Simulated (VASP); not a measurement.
The system is Si7Mo.

```
CELL_PARAMETERS angstrom
3.20000 0.00000 0.00000
0.00000 3.20000 0.00000
0.00000 0.00000 11.56000
ATOMIC_POSITIONS crystal
Si 0.00000 0.00000 0.25000
Si 0.50000 0.50000 0.37500
Si 0.00000 0.00000 0.75000
Si 0.50000 0.50000 0.62500
Si 0.50000 0.50000 0.87500
Si 0.50000 0.50000 0.12500
Si 0.00000 0.00000 0.50000
Mo 0.00000 0.00000 0.00000
```

- Program: VASP 6.6.1
- Task: relaxation of cell and atoms
- Functional: PBE
- Potentials or basis: VASP PAW PBE potentials, release 64 (Si, Mo_sv)
- Cutoff: 600 eV
- k mesh: 5 × 5 × 2
- Occupations: gaussian, width 0.2 eV
- Spin: no spin polarisation

At the start: pressure -5.3 GPa; volume 14.80 Å³/atom.

Problem. Where does the relaxation end?

Solution. Over 15 steps the energy falls by 99.7 meV/atom and the volume is 14.30 Å³/atom (-3.4 %); space group P4/mmm (No. 123, to 0.05 Å).

Step by step:
```tsv
step	energy change (eV)	largest force (eV/Å)	pressure (GPa)	volume (Å³)
1	0.0000	1.0971	-5.25	118.37
2	-0.3900	0.5642	3.87	110.16
3	-0.3905	0.5728	4.25	109.91
4	-0.5984	0.7526	2.31	112.15
5	-0.5981	1.0075	1.62	113.36
6	-0.6150	0.8784	1.98	112.75
7	-0.7052	0.5504	-2.60	116.41
8	-0.7052	0.5549	-2.53	116.34
9	-0.7724	0.3460	-0.39	114.25
10	-0.7729	0.3953	-0.15	114.08
11	-0.7883	0.1499	0.41	113.66
12	-0.7890	0.1494	0.56	113.55
13	-0.7950	0.1298	-0.08	114.33
14	-0.7958	0.1201	-0.40	114.73
15	-0.7978	0.0477	0.20	114.40
```

Final structure:
```
CELL_PARAMETERS angstrom
3.29271 0.00000 0.00000
0.00000 3.29271 0.00000
0.00000 0.00000 10.55173
ATOMIC_POSITIONS crystal
Si 0.00000 0.00000 0.25016
Si 0.50000 0.50000 0.35450
Si 0.00000 0.00000 0.74984
Si 0.50000 0.50000 0.64550
Si 0.50000 0.50000 0.87929
Si 0.50000 0.50000 0.12071
Si 0.00000 0.00000 0.50000
Mo 0.00000 0.00000 0.00000
```

Caveat: the k points lie up to 0.38 Å⁻¹ apart in the final cell; the relaxation stopped at a loose force limit of 0.08 eV/Å, so its end isn't a converged minimum.
